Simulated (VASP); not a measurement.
# AlN (I4/mmm) in VASP: notebook

AlN is run at these levels: PBE; tasks: single point.

Program: VASP 6.6.1. These are calculated values, not measurements. Logs are shortened: lines on timing, memory, paths and dates and some standing lists are left out, and cuts for length are marked.

### Step 1. The cell of the first run

It takes space group I4/mmm (No. 139, tetragonal). Conventional cell: a = 2.769 Å, b = 2.769 Å, c = 3.956 Å, α = 90.00°, β = 90.00°, γ = 90.00°. Within 2.6 Å of Al (site symmetry 4/mmm) lie 6 N at 1.96 to 1.98 Å. N (site symmetry 4/mmm) has 6 Al at 1.96 to 1.98 Å within 2.6 Å.

### Step 2. Single point, PBE (equal xx and yy strain of -1 %)

Input file INCAR:

```
SYSTEM = AlN
ALGO = Normal
EDIFF = 1E-6
ENCUT = 520
GGA = PE
ISIF = 2
ISMEAR = -1
LASPH = .TRUE.
LCHARG = .FALSE.
LREAL = .FALSE.
LWAVE = .FALSE.
NBANDS = 11
NELM = 60
PREC = Accurate
SIGMA = 0.02
```

Input file KPOINTS:

```
k-points
0
G
  10 10 10
  0 0 0
```

Input file POSCAR:

```
AlN
1.0
    0.0000000000      1.9582200000      1.9780000000
    1.9582200000      0.0000000000      1.9780000000
    1.9582200000      1.9582200000      0.0000000000
Al N
1 1
Direct
    0.0000000000      0.0000000000      0.0000000000
    0.5000000000      0.5000000000      0.5000000000
```

Potentials or basis: VASP PAW PBE potentials, release 64 (Al, N).

Started as:

```sh
$ cat potpaw_PBE.64/Al/POTCAR potpaw_PBE.64/N/POTCAR > POTCAR
$ mpirun -np 1 vasp_std > vasp.out
```

OUTCAR:

```text
SYSTEM = AlN
   EDIFF = 1E-6
   ENCUT = 520
   GGA = PE
   ISIF = 2
   ISMEAR = -1
   LASPH = .TRUE.
   LREAL = .FALSE.
   NELM = 60
   PREC = Accurate

 ion  position               nearest neighbor table
   1  0.000  0.000  0.000-   2 1.96   2 1.96   2 1.96   2 1.96   2 1.98   2 1.98
   2  0.500  0.500  0.500-   1 1.96   1 1.96   1 1.96   1 1.96   1 1.98   1 1.98

  LATTYP: Found a body centered tetragonal cell.
 ALAT       =     2.7693412821
 C/A-ratio  =     1.4284985479

  Lattice vectors:

 A1 = (  -1.9582200000,   0.0000000000,   1.9780000000)
 A2 = (   1.9582200000,   0.0000000000,   1.9780000000)
 A3 = (   0.0000000000,   1.9582200000,  -1.9780000000)

Analysis of symmetry for initial positions (statically):
=====================================================================
 Subroutine PRICEL returns:
 Original cell was already a primitive cell.

 Routine SETGRP: Setting up the symmetry group for a
 body centered tetragonal supercell.

 Subroutine GETGRP returns: Found 16 space group operations
 (whereof 16 operations were pure point group operations)
 out of a pool of 16 trial point group operations.

The static configuration has the point symmetry D_4h.

Analysis of symmetry for dynamics (positions and initial velocities):
=====================================================================
 Subroutine PRICEL returns:
 Original cell was already a primitive cell.

 Routine SETGRP: Setting up the symmetry group for a
 body centered tetragonal supercell.

 Subroutine GETGRP returns: Found 16 space group operations
 (whereof 16 operations were pure point group operations)
 out of a pool of 16 trial point group operations.

The dynamic configuration has the point symmetry D_4h.

 Subroutine INISYM returns: Found 16 space group operations
 (whereof 16 operations are pure point group operations),
 and found     1 'primitive' translations

----------------------------------------------------------------------------------------

                                     Primitive cell

  volume of cell :      15.1698

  direct lattice vectors                    reciprocal lattice vectors
     0.000000000  1.958220000  1.978000000    -0.255333926  0.255333926  0.252780586
     1.958220000  0.000000000  1.978000000     0.255333926 -0.255333926  0.252780586
     1.958220000  1.958220000  0.000000000     0.255333926  0.255333926 -0.252780586

  length of vectors
     2.783362996  2.783362996  2.769341282     0.440782091  0.440782091  0.440782091

  position of ions in fractional coordinates (direct lattice)
     0.000000000  0.000000000  0.000000000
     0.500000000  0.500000000  0.500000000

  ion indices of the primitive-cell ions
   primitive index   ion index
                 1           1
                 2           2

----------------------------------------------------------------------------------------

 KPOINTS: k-points

Automatic generation of k-mesh.
 Grid dimensions read from file:
 generate k-points for:   10   10   10

 Generating k-lattice:

  Cartesian coordinates                     Fractional coordinates (reciprocal lattice)
    -0.025533393  0.025533393  0.025278059     0.100000000 -0.000000000  0.000000000
     0.025533393 -0.025533393  0.025278059    -0.000000000  0.100000000  0.000000000
     0.025533393  0.025533393 -0.025278059     0.000000000  0.000000000  0.100000000

  Length of vectors
     0.044078209  0.044078209  0.044078209

  Shift w.r.t. Gamma in fractional coordinates (k-lattice)
     0.000000000  0.000000000  0.000000000

 Subroutine IBZKPT returns following result:
 ===========================================

 Found    102 irreducible k-points:

 Following reciprocal coordinates:
            Coordinates               Weight
  0.000000  0.000000  0.000000      1.000000
  0.100000  0.000000  0.000000      8.000000
  0.200000  0.000000  0.000000      8.000000
  0.300000  0.000000  0.000000      8.000000
  0.400000  0.000000  0.000000      8.000000
  0.500000  0.000000  0.000000      4.000000
[... 16 lines left out ...]
  0.300000  0.300000  0.000000      2.000000
  0.400000  0.300000  0.000000      8.000000
 [... further k-points ...]
   k-points           NKPTS =    102   k-points in BZ     NKDIM =    102   number of bands    NBANDS=     11
   number of dos      NEDOS =    301   number of ions     NIONS =      2
   total plane-waves  NPLWV =  13824
   dimension x,y,z NGX =    24 NGY =   24 NGZ =   24
   dimension x,y,z NGXF=    48 NGYF=   48 NGZF=   48
   ions per type =               1   1
   NGX,Y,Z   is equivalent  to a cutoff of  14.33, 14.33, 14.41 a.u.
   NGXF,Y,Z  is equivalent  to a cutoff of  28.67, 28.67, 28.81 a.u.
 SYSTEM =  AlN
   PREC   = accura    normal or accurate (medium, high low for compatibility)
   ISTART =      0    job   : 0-new  1-cont  2-samecut
   ICHARG =      2    charge: 1-file 2-atom 10-const
   ISPIN  =      1    spin polarized calculation?
   LNONCOLLINEAR =      F non collinear calculations
   LSORBIT =      F    spin-orbit coupling
   LASPH  =      T    aspherical Exc in radial PAW
   ENCUT  =  520.0 eV  38.22 Ry    6.18 a.u.   5.18  5.18  5.15*2*pi/ulx,y,z
   NELM   =     60;   NELMIN=  2; NELMDL= -5     # of ELM steps
   EDIFF  = 0.1E-05   stopping-criterion for ELM
   LREAL  =      F    real-space projection
   EDIFFG = 0.1E-04   stopping-criterion for IOM
   NSW    =      0    number of steps for IOM
   IBRION =     -1    ionic relax: 0-MD 1-quasi-New 2-CG
   NFREE  =      0    steps in history (QN), initial steepest desc. (CG)
   ISIF   =      2    stress and relaxation
   ISYM   =      2    0-nonsym 1-usesym 2-fastsym
   POTIM  = 0.5000    time-step for ionic-motion
   TEBEG  =    0.0;   TEEND  =   0.0 temperature during run
   PSTRESS=    0.0 pullay stress
   NELECT =       8.0000    total number of electrons
   NUPDOWN=      -1.0000    fix difference up-down
   EMIN   =  10.00;   EMAX   =-10.00  energy-range for DOS
   EFERMI =   0.00;   METHOD = LEGACY
   ISMEAR =    -1;   SIGMA  =   0.02  broadening in eV -4-tet -1-fermi 0-gaus
   EFERMI_NEDOS =   21; number of points for ismear=-14 and -15
   IALGO  =     38    algorithm
   IMIX   =      4    mixing-type and parameters
     AMIX     =   0.40;   BMIX     =  1.00
     AMIX_MAG =   1.60;   BMIX_MAG =  1.00
  volume/ion in A,a.u.               =       7.58        51.19
  Fermi-wavevector in a.u.,A,eV,Ry     =   1.322650  2.499447 23.802089  1.749404
  Thomas-Fermi vector in A             =   2.452316
   LORBIT       =      0    0 simple, 1 ext, 2 COOP (PROOUT), +10 PAW based schemes
   GGA     = PE    functional components
   LHFCALC =     F    Hartree Fock is set to
   AEXX    =    0.0000 exact exchange contribution
   IVDW    =     0    specifies the selected vdW correction
   LEPSILON=     F    determine dielectric tensor
   LRPA    =     F    only Hartree local field effects (RPA)
 non-spin polarized calculation
  energy-cutoff  :      520.00
  volume of cell :       15.17
 maximum number of plane-waves:       423
 NGX is ok and might be reduce to    24
   NGX = 11   NGY = 11   NGZ = 11

 number of electron       8.0000000 magnetization

 Free energy of the ion-electron system (eV)
  ---------------------------------------------------
  ext. energy  EPLUGINS =         0.00000000
  ---------------------------------------------------
  free energy    TOTEN  =       -14.38759288 eV

  energy without entropy =      -14.38759288  energy(sigma->0) =      -14.38759288

 E-fermi :  11.4990     XC(G=0): -12.6919

 val. band max:       11.1591833885   @ k =   0.0000   0.0000   0.0000
 cond. band min:      16.2257300397   @ k =   0.5000   0.0000   0.5000
 fundamental gap:      5.0665466512
 Fermi energy:        11.4989773633

 k-point     1 :       0.0000    0.0000    0.0000
  band No.  band energies     occupation
      1      -7.2425      2.00000
      2      11.0903      2.00000
      3      11.0903      2.00000
      4      11.1592      2.00000
      5      18.0796      0.00000
      6      23.4595      0.00000
      7      23.6021      0.00000
      8      23.6021      0.00000
      9      28.9332      0.00000
     10      29.3691      0.00000
     11      29.7171      0.00000

 k-point     2 :       0.1000    0.0000    0.0000
  band No.  band energies     occupation
      1      -7.0202      2.00000
      2      10.0829      2.00000
      3      10.9537      2.00000
      4      10.9890      2.00000
      5      18.6452      0.00000
      6      22.6625      0.00000
      7      23.8492      0.00000
      8      23.9494      0.00000
      9      28.0426      0.00000
     10      28.3382      0.00000
     11      30.4270      0.00000

 k-point     3 :       0.2000    0.0000    0.0000
  band No.  band energies     occupation
      1      -6.3716      2.00000
      2       7.8336      2.00000
      3      10.6228      2.00000
      4      10.6304      2.00000
      5      18.9960      0.00000
      6      22.4663      0.00000
      7      24.1830      0.00000
      8      24.3639      0.00000
      9      27.4426      0.00000
     10      27.5900      0.00000
     11      30.0432      0.00000

 k-point     4 :       0.3000    0.0000    0.0000
  band No.  band energies     occupation
      1      -5.3703      2.00000
      2       5.3349      2.00000
      3      10.2367      2.00000
      4      10.2569      2.00000
      5      18.4411      0.00000
      6      23.5745      0.00000
      7      23.7933      0.00000
      8      23.8170      0.00000
      9      28.9556      0.00000
     10      28.9978      0.00000
     11      29.1419      0.00000

 k-point     5 :       0.4000    0.0000    0.0000
  band No.  band energies     occupation
      1      -4.2362      2.00000
      2       3.1987      2.00000
      3       9.9488      2.00000
      4       9.9883      2.00000
      5      17.9637      0.00000
      6      22.9408      0.00000
      7      23.1840      0.00000
      8      25.1541      0.00000
      9      28.4389      0.00000
     10      31.3377      0.00000
     11      31.3648      0.00000
[... 211 lines left out ...]
 k-point    21 :      -0.3000    0.2000    0.0000
  band No.  band energies     occupation
      1      -3.9949      2.00000
      2       4.3340      2.00000
      3       7.1173      2.00000
      4       9.8506      2.00000
      5      20.0561      0.00000
      6      21.6964      0.00000
      7      23.5037      0.00000
      8      24.4124      0.00000
      9      28.8257      0.00000
     10      31.4750      0.00000
     11      33.1487      0.00000

 k-point    22 :      -0.2000    0.2000    0.0000
  band No.  band energies     occupation
      1      -5.0334      2.00000
      2       5.8862      2.00000
      3       7.9084      2.00000
      4      10.3160      2.00000
      5      20.7037      0.00000
      6      21.4627      0.00000
      7      22.9713      0.00000
      8      24.6501      0.00000
      9      26.6672      0.00000
     10      31.1988      0.00000
     11      32.8406      0.00000

 k-point    23 :       0.3000    0.3000    0.0000
  band No.  band energies     occupation
      1      -4.8162      2.00000
      2       6.0382      2.00000
      3       8.9516      2.00000
      4       8.9516      2.00000
      5      17.7896      0.00000
      6      18.9590      0.00000
      7      23.8279      0.00000
      8      27.8729      0.00000
      9      27.8729      0.00000
     10      32.5784      0.00000
     11      36.5916      0.00000

 k-point    24 :       0.4000    0.3000    0.0000
  band No.  band energies     occupation
      1      -3.9808      2.00000
      2       4.8983      2.00000
      3       8.0951      2.00000
      4       8.6792      2.00000
      5      17.6395      0.00000
      6      18.6339      0.00000
      7      24.2735      0.00000
      8      27.8974      0.00000
      9      28.7516      0.00000
     10      33.9778      0.00000
     11      37.1988      0.00000

 [... further k-points ...]
[... 5 lines left out ...]
  --------------------------------------------------------------------------------------
  -------------------------------------------------------------------------------------
  Total        3.2270773      3.2270773      2.7924373      0.0000000     -0.0000000      0.0000000
  in kB      340.8322660    340.8322660    294.9271550      0.0000000     -0.0000000      0.0000000
  external PRESSURE =     325.5305623 kB  Pullay stress =       0.0000000 kB

 VOLUME and BASIS-vectors are now :
 -----------------------------------------------------------------------------
  energy-cutoff  :      520.00
  volume of cell :       15.17
      direct lattice vectors                 reciprocal lattice vectors
     0.000000000  1.958220000  1.978000000    -0.255333926  0.255333926  0.252780586
     1.958220000  0.000000000  1.978000000     0.255333926 -0.255333926  0.252780586
     1.958220000  1.958220000  0.000000000     0.255333926  0.255333926 -0.252780586

 POSITION                                       TOTAL-FORCE (eV/Angst)
 -----------------------------------------------------------------------------------
      0.00000      0.00000      0.00000         0.000000     -0.000000      0.000000
      1.95822      1.95822      1.97800        -0.000000      0.000000      0.000000
 -----------------------------------------------------------------------------------
    total drift:                               -0.000000     -0.000000      0.000000

  FREE ENERGIE OF THE ION-ELECTRON SYSTEM (eV)
  ---------------------------------------------------
  free  energy   TOTEN  =       -14.3875928830 eV

  energy  without entropy=      -14.3875928829  energy(sigma->0) =      -14.38759288
```

It took 15 s on 1 thread of AMD EPYC 7R13 (Zen 3), shared host; peak memory 0.11 GiB.

What came out:

```yaml
Free_energy: -14.3876 eV
Pressure: 32.6 GPa
Band_gap_on_the_k_mesh: 5.07 eV, indirect (least direct gap 6.92 eV)
```

Stress tensor (GPa, compression positive):
```
34.08  0.00  0.00
 0.00 34.08  0.00
 0.00  0.00 29.49
```

Levels at points of the mesh, in eV from the valence-band top:
| k point | band 1 | band 2 | band 3 | band 4 | band 5 | band 6 | band 7 | band 8 |
| --- | --- | --- | --- | --- | --- | --- | --- | --- |
| (0.00, 0.00, 0.00) | -18.40 | -0.07 | -0.07 | 0.00 | 6.92 | 12.30 | 12.44 | 12.44 |
| (0.50, 0.00, 0.00) | -14.79 | -8.92 | -1.31 | -1.27 | 6.64 | 11.55 | 11.79 | 14.55 |
| (0.50, 0.50, 0.00) | -13.75 | -8.05 | -3.02 | -3.02 | 5.17 | 5.49 | 15.00 | 18.68 |
| (0.50, 0.00, 0.50) | -13.65 | -8.00 | -3.16 | -3.03 | 5.07 | 5.38 | 15.13 | 18.39 |

Caveat: the cell differs from its parent crystal (equal xx and yy strain of -1 %). A k mesh can miss the band edges.

### Step 3. Single point, PBE (zz strain of +1 %)

Input file INCAR:

```
  PREC = Accurate
  ENCUT = 520
  EDIFF = 1E-6
  ISMEAR = -1
  SIGMA = 0.02
  LREAL = F
  LASPH = T
  NELM = 60
  ALGO = Normal
  ISIF = 2
  LWAVE = F
  LCHARG = F
  GGA = PE
  NBANDS = 11
```

Input file KPOINTS:

```
regular mesh
0
Gamma
  10 10 10
```

Input file POSCAR:

```
AlN
1.0
    0.0000000000      1.9780000000      1.9977800000
    1.9780000000      0.0000000000      1.9977800000
    1.9780000000      1.9780000000      0.0000000000
Al N
1 1
Direct
    0.0000000000      0.0000000000      0.0000000000
    0.5000000000      0.5000000000      0.5000000000
```

Potentials or basis: VASP PAW PBE potentials, release 64 (Al, N).

Started as:

```sh
$ cat potpaw_PBE.64/Al/POTCAR potpaw_PBE.64/N/POTCAR > POTCAR
$ mpirun -np 1 vasp_std > vasp.out
```

OUTCAR:

```text
PREC = Accurate
   ENCUT = 520
   EDIFF = 1E-6
   ISMEAR = -1
   LREAL = F
   LASPH = T
   NELM = 60
   ISIF = 2
   GGA = PE

 ion  position               nearest neighbor table
   1  0.000  0.000  0.000-   2 1.98   2 1.98   2 1.98   2 1.98   2 2.00   2 2.00
   2  0.500  0.500  0.500-   1 1.98   1 1.98   1 1.98   1 1.98   1 2.00   1 2.00

  LATTYP: Found a body centered tetragonal cell.
 ALAT       =     2.7973144264
 C/A-ratio  =     1.4283556980

  Lattice vectors:

 A1 = (  -1.9780000000,   0.0000000000,   1.9977800000)
[... 513 lines left out ...]
      6      17.9670      0.00000
      7      23.4958      0.00000
      8      27.0938      0.00000
      9      27.9073      0.00000
     10      33.2175      0.00000
     11      36.3082      0.00000

 [... further k-points ...]
[... 5 lines left out ...]
  --------------------------------------------------------------------------------------
  -------------------------------------------------------------------------------------
  Total        2.2607028      2.2607028      1.8814542      0.0000000     -0.0000000      0.0000000
  in kB      231.6988178    231.6988178    192.8297360      0.0000000     -0.0000000      0.0000000
  external PRESSURE =     218.7424572 kB  Pullay stress =       0.0000000 kB

 VOLUME and BASIS-vectors are now :
 -----------------------------------------------------------------------------
  energy-cutoff  :      520.00
  volume of cell :       15.63
      direct lattice vectors                 reciprocal lattice vectors
     0.000000000  1.978000000  1.997780000    -0.252780586  0.252780586  0.250277808
     1.978000000  0.000000000  1.997780000     0.252780586 -0.252780586  0.250277808
     1.978000000  1.978000000  0.000000000     0.252780586  0.252780586 -0.250277808

 POSITION                                       TOTAL-FORCE (eV/Angst)
 -----------------------------------------------------------------------------------
      0.00000      0.00000      0.00000         0.000000     -0.000000      0.000000
      1.97800      1.97800      1.99778        -0.000000      0.000000     -0.000000
 -----------------------------------------------------------------------------------
    total drift:                               -0.000000     -0.000000      0.000000

  FREE ENERGIE OF THE ION-ELECTRON SYSTEM (eV)
  ---------------------------------------------------
  free  energy   TOTEN  =       -14.4662468637 eV

  energy  without entropy=      -14.4662468637  energy(sigma->0) =      -14.46624686
```

stdout:

```text
POSCAR found type information on POSCAR AlN
 POSCAR found :  2 types and       2 ions
 scaLAPACK will be used
 LDA part: xc-table for (Slater+PW92), standard interpolation
 POSCAR, INCAR and KPOINTS ok, starting setup
 FFT: planning ... GRIDC
 FFT: planning ... GRID_SOFT
 FFT: planning ... GRID
 WAVECAR not read
 entering main loop
```

Wall time 15 s (1 thread of AMD EPYC 7R13 (Zen 3), shared host); peak memory 0.11 GiB.

What came out:

| Quantity | Value |
| --- | --- |
| Free energy | -14.4662 eV |
| Pressure | 21.9 GPa |
| Band gap on the k mesh | 5.08 eV, indirect (least direct gap 6.46 eV) |

Levels at points of the mesh, in eV from the valence-band top:
| k point | band 1 | band 2 | band 3 | band 4 | band 5 | band 6 | band 7 | band 8 |
| --- | --- | --- | --- | --- | --- | --- | --- | --- |
| (0.00, 0.00, 0.00) | -18.11 | -0.07 | -0.07 | 0.00 | 6.46 | 12.21 | 12.35 | 12.35 |
| (0.50, 0.00, 0.00) | -14.63 | -8.71 | -1.25 | -1.21 | 6.44 | 11.30 | 11.53 | 14.09 |
| (0.50, 0.50, 0.00) | -13.63 | -7.84 | -2.94 | -2.94 | 5.18 | 5.23 | 14.61 | 18.17 |
| (0.50, 0.00, 0.50) | -13.54 | -7.79 | -3.08 | -2.95 | 5.08 | 5.13 | 14.74 | 17.89 |

Caveat: the cell differs from its parent crystal (zz strain of +1 %).
